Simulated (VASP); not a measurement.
Crystal: YNbSe3.

```xyz
5
Lattice="5.0799 0.0000 0.0000 0.0000 5.0799 0.0000 0.0000 0.0000 5.0799" Properties=species:S:1:pos:R:3 pbc="T T T"
Y     0.0000    0.0000    0.0000
Nb    2.5400    2.5400    2.5400
Se    2.5400    0.0000    0.0000
Se    0.0000    2.5400    0.0000
Se    0.0000    0.0000    2.5400
```

The cell was generated, and may not be a known phase.

| Quantity | Value |
| --- | --- |
| Program | VASP 6.6.1 |
| Task | relaxation of cell and atoms |
| Functional | PBE |
| Potentials or basis | VASP PAW PBE potentials, release 64 (Y_sv, Nb_sv, Se) |
| Cutoff | 600 eV |
| k mesh | 4 × 4 × 4 |
| Occupations | gaussian, width 0.1 eV |
| Spin | collinear spin |
| Starting moments | [0.01, 3.16, -0.28, -0.28, -0.28] μB |

At the start: pressure 9.7 GPa; volume 26.22 Å³/atom.

Task: How do energy, volume and symmetry change on relaxing?

Result: Over 3 steps the energy falls by 112.8 meV/atom and the volume is 30.48 Å³/atom (+16.3 %); space group Pm-3m (No. 221, to 0.1 Å) before and after; moment 2.14 μB per cell.

The path:
| step | energy change (eV) | largest force (eV/Å) | pressure (GPa) | volume (Å³) |
| --- | --- | --- | --- | --- |
| 1 | 0.0000 | 0.0000 | 9.66 | 131.09 |
| 2 | -0.4658 | 0.0000 | -2.71 | 163.42 |
| 3 | -0.5642 | 0.0000 | 0.04 | 152.39 |

Final structure:
```
Y Nb Se
1.0
     5.34141    0.00000    0.00000
     0.00000    5.34141    0.00000
     0.00000    0.00000    5.34141
Y Nb Se
1 1 3
Cartesian
  0.0000 0.0000 0.0000
  2.6707 2.6707 2.6707
  2.6707 0.0000 0.0000
  0.0000 2.6707 0.0000
  0.0000 0.0000 2.6707
```

Caveat: the volume moved by over 15 % at a fixed basis, so the end points are rough; the highest band is partly filled, so the run has too few bands.
